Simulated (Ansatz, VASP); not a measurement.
Given: the input of a run of Ansatz 0.2.0 on MnSb.

The input input.yaml:

```yaml
crystal:
  lattice:
    - [0.0, 2.795016, 2.795016]
    - [2.795016, 0.0, 2.795016]
    - [2.795016, 2.795016, 0.0]
  atoms:
    - { symbol: Sb, position: [0.5, 0.5, 0.5] }
    - { symbol: Mn, position: [0.0, 0.0, 0.0], spin: 4.0 }
kpoints:
  mp_grid: { grid: [8, 8, 8] }
scf:
  occupations: { method: gaussian, width: 0.02 }
hamiltonian:
  xc: pbesol
  pseudopotentials: { kind: all_electron, lapw: { basis_error: 0.001 } }
magnetization:
  spin_polarized: true
output:
  forces: true
  stress: true
  eigenvalues: true
```

Potentials or basis: all-electron LAPW, scalar-relativistic.

Run with:

```bash
$ ansatz run input.yaml --threads 2 --pin off --max-ram 6144MiB --backend cpu --events-out ev --progress --plain --runs-dir out
```

Question: Set up the same calculation for VASP 6.6.1. Potentials there: VASP PAW PBE potentials, release 64 (Sb, Mn_pv).

Answer: As run (the cutoff follows the program's own potentials):

The input INCAR:

```
ALGO = Normal ; EDIFF = 1E-7
ENCUT = 520 ; GGA = PS
ISIF = 2 ; ISMEAR = 0
ISPIN = 2 ; LASPH = T
LCHARG = T ; LELF = T
LMAXMIX = 4 ; LORBIT = 11
LREAL = F ; LVHAR = T
LWAVE = F ; MAGMOM = 0 4
NBANDS = 20 ; NELM = 150
PREC = Accurate ; SIGMA = 0.02
```

Contents of KPOINTS:

```
k-points
0
Gamma
  8 8 8
```

POSCAR

```
MnSb
1.0
    0.0000000000      2.7950160000      2.7950160000
    2.7950160000      0.0000000000      2.7950160000
    2.7950160000      2.7950160000      0.0000000000
Sb Mn
1 1
Direct
    0.5000000000      0.5000000000      0.5000000000
    0.0000000000      0.0000000000      0.0000000000
```

Potentials or basis: VASP PAW PBE potentials, release 64 (Sb, Mn_pv).

The run is started by

```console
$ cat potpaw_PBE.64/Sb/POTCAR potpaw_PBE.64/Mn_pv/POTCAR > POTCAR
$ mpirun -np 1 vasp_std > vasp.out
```

Both were run:

|  | VASP | Ansatz | Ansatz less VASP |
| --- | --- | --- | --- |
| gap on the k mesh at the Fermi level (eV) | none | none | - |
| pressure (GPa) | -3.9 | -4.1 | -0.14 |
| net moment per atom (μB) | 1.93 | 1.93 | 0.000 |
| size of the moment on the site where the two differ most (μB) | 3.76 | 3.89 | +0.122 |

VASP's potentials were made for PBE, not for PBEsol. Site moments also hang on the region over which each program counts them. A gap of «none» marks a metal or a gap that the smearing closes. Ansatz ran all-electron here, and VASP with PAW potentials.

Spin-orbit coupling is off throughout.
